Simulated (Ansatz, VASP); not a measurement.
**One calculation of Y, two programs**

```
Y
1.0
     3.65150    0.00000    0.00000
    -1.82575    3.16229    0.00000
     0.00000    0.00000    5.74740
Y
2
Direct
  0.34914 0.69829 0.23260
  0.66667 0.33333 0.75000
```

Alike in both runs: task single point; functional PBE; k mesh 18 × 18 × 8; occupations gaussian, width 0.15 eV; no spin polarisation.

|  | VASP | Ansatz |
| --- | --- | --- |
| version | VASP 6.6.1 | Ansatz 0.2.0 |
| potentials or method | VASP PAW PBE potentials, release 64 (Y_sv), cutoff 520 eV | scalar-relativistic, plane waves, PAW |
| valence electrons in the cell | 22 | 22 |

Ansatz gave:

| Item | Value |
| --- | --- |
| gap on the k mesh at the Fermi level (eV) | none |
| pressure (GPa) | -0.3 |
| traceless stress, the component that is largest in VASP (GPa) | 0.44 |
| rms of the force components (eV/Å) | 0.207 |

Q: What did VASP give for the same quantities?

A: gap on the k mesh at the Fermi level (eV): none; pressure (GPa): -0.4; traceless stress, the component that is largest in VASP (GPa): 0.43; rms of the force components (eV/Å): 0.206.

Atom by atom the forces differ by 0.001 eV/Å (rms over components). A gap of «none» marks a metal or a gap that the smearing closes.
